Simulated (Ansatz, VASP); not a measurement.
# Fe3SnSb in VASP and in Ansatz

INCAR

```
  PREC = Accurate
  ENCUT = 520
  EDIFF = 1E-6
  ISMEAR = -1
  SIGMA = 0.05
  LREAL = False
  LASPH = True
  NELM = 150
  ALGO = Normal
  ISIF = 2
  LWAVE = False
  LCHARG = True
  ISPIN = 2
  MAGMOM = 0 0 3 3 3
  LORBIT = 11
  LMAXMIX = 4
  GGA = PE
  LELF = True
  LVHAR = True
  NBANDS = 34
```

KPOINTS

```
Automatic mesh
0
Gamma
  7 7 5
```

POSCAR

```
Fe3SnSb
1.0
    4.1534032106      0.0000000000      0.0000000000
   -2.0767016053      3.5969526926      0.0000000000
    0.0000000000      0.0000000000      5.3266680065
Sb Sn Fe
1 1 3
Direct
    0.3333333333      0.6666666667      0.8204750000
    0.0000000000      0.0000000000      0.1786800000
    0.6666666667      0.3333333333      0.4975580000
    0.3333333333      0.6666666667      0.3418710000
    0.0000000000      0.0000000000      0.6614150000
```

File input.yaml:

```yaml
crystal:
  lattice:
    - [4.1534032106, 0.0, 0.0]
    - [-2.0767016053, 3.5969526926, 0.0]
    - [0.0, 0.0, 5.3266680065]
  atoms:
    - { symbol: Sb, position: [0.3333333333, 0.6666666667, 0.820475] }
    - { symbol: Sn, position: [0.0, 0.0, 0.17868] }
    - { symbol: Fe, position: [0.6666666667, 0.3333333333, 0.497558], spin: 3.0 }
    - { symbol: Fe, position: [0.3333333333, 0.6666666667, 0.341871], spin: 3.0 }
    - { symbol: Fe, position: [0.0, 0.0, 0.661415], spin: 3.0 }
hamiltonian:
  xc: pbe
  pseudopotentials: { kind: paw }
magnetization:
  spin_polarized: true
kpoints:
  mp_grid: { grid: [7, 7, 5] }
scf:
  occupations: { method: fermi_dirac, width: 0.05 }
output:
  forces: true
  stress: true
  eigenvalues: true
  write_density: true
  write_potential: true
  elf: true
  volumetric_format: npy
```

Alike in both runs: task single point; functional PBE; k mesh 7 × 7 × 5; occupations fermi-dirac, width 0.05 eV; collinear spin.

|  | VASP | Ansatz |
| --- | --- | --- |
| version | VASP 6.6.1 | Ansatz 0.2.0 |
| potentials or method | VASP PAW PBE potentials, release 64 (Sb, Sn_d, Fe) | Ansatz PAW |
| plane-wave cutoff (eV) | 520 | 420 |
| valence electrons in the cell | 43 | 77 |

|  | VASP | Ansatz | Ansatz less VASP |
| --- | --- | --- | --- |
| gap on the k mesh at the Fermi level (eV) | none | none | - |
| pressure (GPa) | 5.0 | 5.0 | +0.06 |
| traceless stress, the component that is largest in VASP (GPa) | -0.06 | 0.03 | +0.091 |
| rms of the force components (eV/Å) | 0.079 | 0.087 | +0.0081 |
| net moment per atom (μB) | 1.07 | 1.07 | -0.003 |
| size of the moment on the site where the two differ most (μB) | 0.08 | 0.04 | -0.043 |

Site moments also hang on the region over which each program counts them. Atom by atom the forces differ by 0.010 eV/Å (rms over components). A gap of «none» marks a metal or a gap that the smearing closes. With one functional, cell and mesh, what is left measures potentials, basis and numerics. VASP's potentials hold 43 valence electrons a cell and Ansatz's 77, so a difference there can come from the potentials and not from the codes.

Neither program's run includes spin-orbit coupling.
